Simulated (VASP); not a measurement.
Set up this calculation in VASP 6.6.1, as the native input.

| Quantity | Value |
| --- | --- |
| Task | single point |
| Functional | PBEsol |
| Potentials or basis | VASP PAW PBE potentials, release 64 (Na_pv, F) |
| Cutoff | 520 eV |
| k mesh | 10 × 10 × 10 |
| Occupations | fermi-dirac, width 0.02 eV |
| Spin | no spin polarisation |
| Dipole correction | no |
| Further INCAR settings | ALGO = Normal; EDIFF = 1e-07; NBANDS = 14 |

The structure of NaF lies in POSCAR:

```
NaF
1.0
    0.0000000000      2.3233000000      2.3233000000
    2.3233000000      0.0000000000      2.3233000000
    2.3233000000      2.3233000000      0.0000000000
Na F
1 1
Direct
    0.0000000000      0.0000000000      0.0000000000
    0.5000000000      0.5000000000      0.5000000000
```

These files were run (other wordings do the same):

INCAR

```
PREC = Accurate ; ENCUT = 520
EDIFF = 1E-7 ; ISMEAR = -1
SIGMA = 0.02 ; LREAL = F
LASPH = T ; NELM = 100
ALGO = Normal ; ISIF = 2
LWAVE = F ; LCHARG = F
GGA = PS ; NBANDS = 14
```

KPOINTS

```
Automatic mesh
0
Gamma
  10 10 10
```

Potentials or basis: VASP PAW PBE potentials, release 64 (Na_pv, F).

The run is started by

```console
$ cat potpaw_PBE.64/Na_pv/POTCAR potpaw_PBE.64/F/POTCAR > POTCAR
$ mpirun -np 1 vasp_std > vasp.out
```

Results of the run:

```json
{
 "Pressure": "-0.5 GPa",
 "Band gap on the k mesh": "6.12 eV"
}
```

Caveat: the PAW data sets were made with another functional, which shifts forces and pressure a little.

Wall time 28 s on 1 thread of AMD EPYC 7R13, on a shared host, peak memory 0.11 GiB.
